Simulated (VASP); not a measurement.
Here is a VASP 6.6.1 calculation.

File INCAR:

```
SYSTEM = Si4WC
PREC = Accurate
ENCUT = 520
EDIFF = 1E-6
ISMEAR = 0
SIGMA = 0.1
LREAL = .FALSE.
LASPH = .TRUE.
NELM = 60
ALGO = Normal
ISIF = 2
LWAVE = .FALSE.
LCHARG = .TRUE.
GGA = PE
LELF = .TRUE.
LVHAR = .TRUE.
NBANDS = 26
```

File KPOINTS:

```
regular mesh
0
G
  10 10 10
  0 0 0
```

The input POSCAR:

```
Si4WC
1.0
    0.0000000000      3.3950027878      3.3950027878
    3.3950027878      0.0000000000      3.3950027878
    3.3950027878      3.3950027878      0.0000000000
Si W C
4 1 1
Direct
    0.3762721376      0.8711835872      0.3762721376
    0.3762721376      0.3762721376      0.8711835872
    0.3762721376      0.3762721376      0.3762721376
    0.8711835872      0.3762721376      0.3762721376
    0.0000000000      0.0000000000      0.0000000000
    0.7500000000      0.7500000000      0.7500000000
```

Potentials or basis: VASP PAW PBE potentials, release 64 (Si, W_sv, C).

Command:

```console
$ cat potpaw_PBE.64/Si/POTCAR potpaw_PBE.64/W_sv/POTCAR potpaw_PBE.64/C/POTCAR > POTCAR
$ mpirun -np 1 vasp_std > vasp.out
```

Problem. Estimate the pressure.

Solution. 0.0 GPa.

Problem. What does it give for the band gap on the k mesh?

Solution. Zero (bands 17 and 18 overlap by 1.93 eV).

Forces in eV/Å, atoms in the order of the input:
```
Si   0.002 -0.002  0.002
Si   0.002  0.002 -0.002
Si  -0.002 -0.002 -0.002
Si  -0.002  0.002  0.002
W    0.000  0.000  0.000
C    0.000  0.000  0.000
```

Caveat: spin-orbit coupling is left out, which moves the levels of the heavy elements.
